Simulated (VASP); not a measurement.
Input of a VASP 6.6.1 run:

Contents of INCAR:

```
PREC = Accurate
ENCUT = 520
EDIFF = 1E-6
ISMEAR = -1
SIGMA = 0.02
LREAL = False
LASPH = True
NELM = 60
ALGO = Normal
ISIF = 2
LWAVE = False
LCHARG = False
NBANDS = 16
```

Contents of KPOINTS:

```
Automatic mesh
0
Gamma
  8 8 8
```

POSCAR

```
AgCl
1.0
    0.0000000000      2.7731500000      2.8563445000
    2.7731500000      0.0000000000      2.8563445000
    2.7731500000      2.7731500000      0.0000000000
Ag Cl
1 1
Direct
    0.5000000000      0.5000000000      0.5000000000
    0.0000000000      0.0000000000      0.0000000000
```

Potentials or basis: VASP PAW LDA potentials, release 64 (Ag, Cl).

Launch:

```console
$ cat potpaw_LDA.64/Ag/POTCAR potpaw_LDA.64/Cl/POTCAR > POTCAR
$ mpirun -np 1 vasp_std > vasp.out
```

**Question.** Estimate the pressure.

**Answer.** -6.5 GPa.

**Question.** Estimate the band gap on the k mesh.

**Answer.** 0.56 eV (least direct gap 2.78 eV).

Caveat: the cell differs from its parent crystal (zz strain of +3 %); the cell stands under tension. A k mesh can miss the band edges.
